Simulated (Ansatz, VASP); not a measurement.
# Two plane-wave programs on KBr

```
Br K
1.0
     0.00000    3.30000    3.30000
     3.30000    0.00000    3.30000
     3.30000    3.30000    0.00000
Br K
1 1
Direct
  0.50000 0.50000 0.50000
  0.00000 0.00000 0.00000
```

Alike in both runs: task single point; functional r2SCAN; dispersion D3(BJ); k mesh 7 × 7 × 7; occupations fermi-dirac, width 0.05 eV; no spin polarisation.

|  | VASP | Ansatz |
| --- | --- | --- |
| version | VASP 6.6.1 | Ansatz 0.2.0 |
| potentials or method | VASP PAW PBE potentials, release 64 (Br, K_sv) | Ansatz PAW |
| plane-wave cutoff (eV) | 520 | 500 |
| valence electrons in the cell | 16 | 16 |

```tsv
	VASP	Ansatz	Ansatz less VASP
gap on the k mesh at the Fermi level (eV)	5.08	5.08	-0.002
least direct gap on the mesh (eV)	5.08	5.08	-0.002
pressure (GPa)	-0.4	-0.4	0.00
```

VASP's potentials were made for PBE, not for r2SCAN.

Noted on Ansatz's run: odd divisions of the mesh miss points on the zone boundary, where band edges often lie, so the gap on the mesh can be too wide.
